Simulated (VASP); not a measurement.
Ni:

```
Ni
1.0
    -1.36501    1.36501    1.36501
     1.36501   -1.36501    1.36501
     1.36501    1.36501   -1.36501
Ni
1
Direct
  0.00000 0.00000 0.00000
```

This cell differs from its parent crystal: volume scaled by 0.96.

Program: VASP 6.6.1. Alike in all runs: task single point; spin collinear, ferromagnetic start; cell as given; k mesh 13 × 13 × 13; cutoff (eV) 520.

Q: Order these runs on this cell by their pressure, lowest first.
A. level LDA; potentials or basis VASP PAW LDA potentials, release 64 (Ni); smearing fermi-dirac 0.05 eV
B. level PBEsol; potentials or basis VASP PAW PBE potentials, release 64 (Ni); smearing fermi-dirac 0.05 eV
C. level PBEsol+U; potentials or basis VASP PAW PBE potentials, release 64 (Ni); U Ni d U = 5.0 eV; smearing methfessel-paxton 0.01 eV
D. level r2SCAN; potentials or basis VASP PAW PBE potentials, release 64 (Ni); smearing fermi-dirac 0.05 eV

A: C (-6.6 GPa), A (-2.9 GPa), B (6.8 GPa), D (10.1 GPa).

Caveats: the PAW data sets were made with another functional, which shifts forces and pressure a little (some runs); the U is typed as a test and isn't derived for this compound (some runs).
